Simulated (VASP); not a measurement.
# Os (Fm-3m) in VASP: single point with SVWN5

Aim: the single point of Os with SVWN5.

Everything below comes from runs of VASP 6.6.1. Logs are shortened: lines on timing, memory, paths and dates and some standing lists are left out, and cuts for length are marked.

## (1) The cell of the first run

Symmetry: Fm-3m, No. 225, cubic system. Conventional cell: a = 3.966 Å, b = 3.966 Å, c = 3.966 Å, α = 90.00°, β = 90.00°, γ = 90.00°. Os (site symmetry m-3m) has 12 Os at 2.80 Å within 3.7 Å.

This isn't the form of Os at room conditions, which is hcp.

## (2) Single point, SVWN5, collinear spin (15.60 Å³/atom)

The input, INCAR:

```
SYSTEM = Os
PREC = Accurate
ENCUT = 520
EDIFF = 1E-7
ISMEAR = 1
SIGMA = 0.05
LREAL = .False.
LASPH = .True.
NELM = 150
ALGO = Normal
ISIF = 2
LWAVE = .False.
LCHARG = .False.
ISPIN = 2
MAGMOM = 1
LORBIT = 11
LMAXMIX = 4
GGA = VW
NBANDS = 14
```

The input, KPOINTS:

```
regular mesh
0
Gamma
  12 12 12
  0 0 0
```

The input, POSCAR:

```
Os
1.0
    0.0000000000      1.9831469396      1.9831469396
    1.9831469396      0.0000000000      1.9831469396
    1.9831469396      1.9831469396      0.0000000000
Os
1
Direct
    0.0000000000      0.0000000000      0.0000000000
```

Potentials or basis: VASP PAW PBE potentials, release 64 (Os).

The run is started by

```bash
$ cat potpaw_PBE.64/Os/POTCAR > POTCAR
$ mpirun -np 1 vasp_std > vasp.out
```

OUTCAR:

```text
SYSTEM = Os
   PREC = Accurate
   ENCUT = 520
   EDIFF = 1E-7
   ISMEAR = 1
   LREAL = .False.
   LASPH = .True.
   NELM = 150
   ISIF = 2
   ISPIN = 2
   LORBIT = 11
   GGA = VW

 ion  position               nearest neighbor table
   1  0.000  0.000  0.000-

  LATTYP: Found a face centered cubic cell.
 ALAT       =     3.9662938792

  Lattice vectors:

 A1 = (   0.0000000000,   1.9831469396,   1.9831469396)
 A2 = (   1.9831469396,   0.0000000000,   1.9831469396)
 A3 = (   1.9831469396,   1.9831469396,   0.0000000000)

Analysis of symmetry for initial positions (statically):
=====================================================================
 Subroutine PRICEL returns:
 Original cell was already a primitive cell.

 Routine SETGRP: Setting up the symmetry group for a
 face centered cubic supercell.

 Subroutine GETGRP returns: Found 48 space group operations
 (whereof 48 operations were pure point group operations)
 out of a pool of 48 trial point group operations.

The static configuration has the point symmetry O_h .

Analysis of symmetry for dynamics (positions and initial velocities):
=====================================================================
 Subroutine PRICEL returns:
 Original cell was already a primitive cell.

 Routine SETGRP: Setting up the symmetry group for a
 face centered cubic supercell.

 Subroutine GETGRP returns: Found 48 space group operations
 (whereof 48 operations were pure point group operations)
 out of a pool of 48 trial point group operations.

The dynamic configuration has the point symmetry O_h .

Analysis of structural, dynamic, and magnetic symmetry:
=====================================================================
 Subroutine PRICEL returns:
 Original cell was already a primitive cell.

 Routine SETGRP: Setting up the symmetry group for a
 face centered cubic supercell.

 Subroutine GETGRP returns: Found 48 space group operations
 (whereof 48 operations were pure point group operations)
 out of a pool of 48 trial point group operations.

The overall configuration has the point symmetry O_h .

 Subroutine INISYM returns: Found 48 space group operations
 (whereof 48 operations are pure point group operations),
 and found     1 'primitive' translations

----------------------------------------------------------------------------------------

                                     Primitive cell

  volume of cell :      15.5989

  direct lattice vectors                    reciprocal lattice vectors
     0.000000000  1.983146940  1.983146940    -0.252124535  0.252124535  0.252124535
     1.983146940  0.000000000  1.983146940     0.252124535 -0.252124535  0.252124535
     1.983146940  1.983146940  0.000000000     0.252124535  0.252124535 -0.252124535

  length of vectors
     2.804593298  2.804593298  2.804593298     0.436692504  0.436692504  0.436692504

[... 126 lines left out ...]

  energy without entropy =       83.23601769  energy(sigma->0) =       83.23597314

 E-fermi :   7.5337     XC(G=0): -13.5728

 val. band max:        7.5249880895   @ k =  -0.4167   0.5000   0.0833
 cond. band min:       7.5483613718   @ k =   0.0833   0.0833   0.0000
 fundamental gap:      0.0233732823
 Fermi energy:         7.5336650851

 spin component 1

 k-point     1 :       0.0000    0.0000    0.0000
  band No.  band energies     occupation
      1      -2.4490      1.00000
      2       4.8469      1.00000
      3       4.8469      1.00000
      4       4.8469      1.00000
      5       7.4315      1.00692
      6       7.4315      1.00692
      7      21.8825      0.00000
      8      27.0053      0.00000
      9      27.0053      0.00000
     10      27.0053      0.00000
     11      31.4573      0.00000
     12      41.6308      0.00000
     13      41.6308      0.00000
     14      41.6308      0.00000
[... 379 lines left out ...]
      3       5.5031      1.00000
      4       5.5208      1.00000
      5       9.0272      0.00000
      6      11.9068      0.00000
      7      14.9938      0.00000
      8      22.7805      0.00000
      9      24.7193      0.00000
     10      26.5739      0.00000
     11      34.8469      0.00000
     12      36.4847      0.00000
     13      39.6573      0.00000
     14      42.3634      0.00000

 [... further k-points ...]

 spin component 2

 k-point     1 :       0.0000    0.0000    0.0000
  band No.  band energies     occupation
      1      -2.4173      1.00000
      2       4.9124      1.00000
      3       4.9124      1.00000
      4       4.9124      1.00000
      5       7.5186      0.74256
      6       7.5186      0.74256
      7      21.8840      0.00000
      8      27.0235      0.00000
      9      27.0235      0.00000
     10      27.0235      0.00000
     11      31.4610      0.00000
     12      41.6762      0.00000
     13      41.6762      0.00000
     14      41.6762      0.00000
[... 379 lines left out ...]
      3       5.5580      1.00000
      4       5.5926      1.00000
      5       9.1147      0.00000
      6      11.9831      0.00000
      7      15.0683      0.00000
      8      22.8117      0.00000
      9      24.7588      0.00000
     10      26.6212      0.00000
     11      34.8728      0.00000
     12      36.5182      0.00000
     13      39.6901      0.00000
     14      42.3962      0.00000

 [... further k-points ...]

------------------------ aborting loop because EDIFF is reached ----------------------------------------

  FORCE on cell =-STRESS in cart. coord.  units (eV):
  Direction    XX          YY          ZZ          XY          YZ          ZX
  --------------------------------------------------------------------------------------
  -------------------------------------------------------------------------------------
  Total       -4.0291396     -4.0291396     -4.0291396     -0.0000000     -0.0000000      0.0000000
  in kB     -413.8359579   -413.8359579   -413.8359579     -0.0000000     -0.0000000      0.0000000
  external PRESSURE =    -413.8359579 kB  Pullay stress =       0.0000000 kB

 VOLUME and BASIS-vectors are now :
 -----------------------------------------------------------------------------
  energy-cutoff  :      520.00
  volume of cell :       15.60
      direct lattice vectors                 reciprocal lattice vectors
     0.000000000  1.983146940  1.983146940    -0.252124535  0.252124535  0.252124535
     1.983146940  0.000000000  1.983146940     0.252124535 -0.252124535  0.252124535
     1.983146940  1.983146940  0.000000000     0.252124535  0.252124535 -0.252124535

 POSITION                                       TOTAL-FORCE (eV/Angst)
 -----------------------------------------------------------------------------------
      0.00000      0.00000      0.00000         0.000000      0.000000      0.000000
 -----------------------------------------------------------------------------------
    total drift:                                0.000000      0.000000      0.000000

  FREE ENERGIE OF THE ION-ELECTRON SYSTEM (eV)
  ---------------------------------------------------
  free  energy   TOTEN  =        83.2359508617 eV

  energy  without entropy=       83.2360176863  energy(sigma->0) =       83.23597314

 total charge

# of ion       s       p       d       tot
------------------------------------------
    1        0.602   0.630   5.899   7.132

 magnetization (x)

# of ion       s       p       d       tot
------------------------------------------
    1       -0.001   0.001   0.029   0.029
```

OSZICAR:

```text
N       E                     dE             d eps       ncg     rms          rms(c)
DAV:   1     0.134164212365E+03    0.13416E+03   -0.36200E+03  4056   0.487E+02
DAV:   2     0.837335505586E+02   -0.50431E+02   -0.45858E+02  4776   0.158E+02
[... 11 lines left out ...]
DAV:  14     0.832359522366E+02    0.34152E-05   -0.15686E-08  2712   0.110E-03    0.335E-04
DAV:  15     0.832359493114E+02   -0.29252E-05   -0.83193E-10  2460   0.221E-04    0.250E-04
DAV:  16     0.832359514986E+02    0.21872E-05   -0.12355E-10  2454   0.947E-05    0.478E-05
DAV:  17     0.832359507632E+02   -0.73535E-06   -0.87010E-12  2346   0.229E-05    0.658E-06
DAV:  18     0.832359509043E+02    0.14107E-06   -0.58568E-13  2304   0.688E-06    0.229E-06
DAV:  19     0.832359508617E+02   -0.42551E-07   -0.37074E-14  2238   0.273E-06
   1 F= 0.83235951E+02 E0= 0.83235973E+02  d E =-.668245E-04  mag=     0.0337
```

stdout:

```text
POSCAR found type information on POSCAR Os
 POSCAR found :  1 types and       1 ions
 scaLAPACK will be used
 -----------------------------------------------------------------------------
|                                                                             |
|                                                                             |
|     You enforced a specific xc type in the INCAR file but a different       |
|     I HOPE YOU KNOW WHAT YOU ARE DOING!                                     |
|                                                                             |
 -----------------------------------------------------------------------------

 LDA part: xc-table for (Slater(with rela. corr.)+VWN5), standard interpolation
 POSCAR, INCAR and KPOINTS ok, starting setup
 FFT: planning ... GRIDC
 FFT: planning ... GRID_SOFT
 FFT: planning ... GRID
 WAVECAR not read
 entering main loop
```

Wall time 53 s (1 thread of Intel Xeon 8259CL, shared host); peak memory 0.16 GiB.

Results:

```
Free energy                                           : 83.2360 eV
Pressure                                              : -41.4 GPa
Band gap on the k mesh                                : zero (filled and empty bands overlap)
Net moment                                            : 0.03 μB per cell
Site moments                                          : Os +0.03 μB
Valence electrons inside the program's atomic spheres : Os 7.13
```

Caveat: the cell stands under tension; the PAW data sets were made with another functional, which shifts forces and pressure a little; spin-orbit coupling is left out, which moves the levels of the heavy elements.
